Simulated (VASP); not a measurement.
Here is a VASP 6.6.1 calculation.

Contents of INCAR:

```
PREC     = Accurate       # precision mode
ENCUT    = 520            # plane-wave cutoff, eV
EDIFF    = 1E-7           # SCF threshold, eV
ISMEAR   = 0              # smearing method
SIGMA    = 0.1            # smearing width, eV
LREAL    = False          # projectors in reciprocal space
LASPH    = True           # aspherical terms in the spheres
NELM     = 60             # most SCF steps
ALGO     = Normal         # electronic algorithm
ISIF     = 2              # what is computed and relaxed
LWAVE    = False          # write WAVECAR
LCHARG   = False          # write CHGCAR
LDIPOL   = True         
IDIPOL   = 3            
DIPOL    = 0.5 0.5 0.350
GGA      = PE             # functional
NBANDS   = 28             # bands
```

File KPOINTS:

```
Automatic mesh
0
Gamma
  10 10 1
```

File POSCAR:

```
Ti3C
1.0
    2.8192036111      0.0000000000      0.0000000000
   -0.9397345370      2.6579706546      0.0000000000
    0.0000000000      0.0000000000     19.8263803360
Ti C
3 1
Direct
    0.5000000000      0.5000000000      0.2017514005
    0.0000000000      0.0000000000      0.3111715305
    0.5000000000      0.5000000000      0.4199647235
    0.8333333333      1.1666666667      0.4659781821
```

Potentials or basis: VASP PAW PBE potentials, release 64 (Ti_sv, C).

Run with:

```sh
$ cat potpaw_PBE.64/Ti_sv/POTCAR potpaw_PBE.64/C/POTCAR > POTCAR
$ mpirun -np 1 vasp_std > vasp.out
```

Task: What does it give for the largest force?

Result: 2.688 eV/Å.

Task: Estimate the band gap on the k mesh.

Result: Zero (band 20 reaches 0.10 eV, above the bottom of band 21 at -0.35 eV).

Forces on the atoms (eV/Å):
```
Ti  -0.040  0.028  0.267
Ti   0.019 -0.013 -1.416
Ti  -2.007  1.419  1.088
C    2.028 -1.434  0.061
```
